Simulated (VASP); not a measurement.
TaAs:

```xyz
4
Lattice="-1.7218 1.7218 5.8679 1.7218 -1.7218 5.8679 1.7218 1.7218 -5.8679" Properties=species:S:1:pos:R:3 pbc="T T T"
Ta    0.0000    0.0000    5.8676
Ta    1.7218    0.0000    2.9336
As    0.0000    0.0000    0.9698
As    0.0000    1.7218    3.9037
```

Base run:

- Program: VASP 6.6.1
- Functional: PBEsol
- Potentials or basis: VASP PAW PBE potentials, release 64 (Ta_sv_GW, As_d)
- Cutoff: 510 eV
- k mesh: 11 × 11 × 11
- Occupations: fermi-dirac, width 0.05 eV
- Spin: no spin polarisation

Its results: band gap on the k mesh 0.01 eV (least direct gap 0.04 eV); pressure -4.1 GPa; largest force 0.023 eV/Å.

After a change of settings the same cell gave: band gap on the k mesh zero (bands 28 and 29 overlap by 0.02 eV); pressure 0.9 GPa; largest force 0.022 eV/Å. Which change was it?
A. hubbard terms from none to Ta d U = 3.0 eV
B. cutoff from 510 eV to 600 eV; hubbard terms from none to Ta d U = 5.0 eV
C. hubbard terms from none to Ta d U = 4.0 eV

A.

Caveats: the PAW data sets were made with another functional, which shifts forces and pressure a little; spin-orbit coupling is left out, which moves the levels of the heavy elements; the cell stands under tension (at least some runs); the smearing spreads over this small gap (at least some runs); U without spin polarisation on a metal has little footing (at least some runs); the U is typed as a test and isn't derived for this compound (at least some runs).
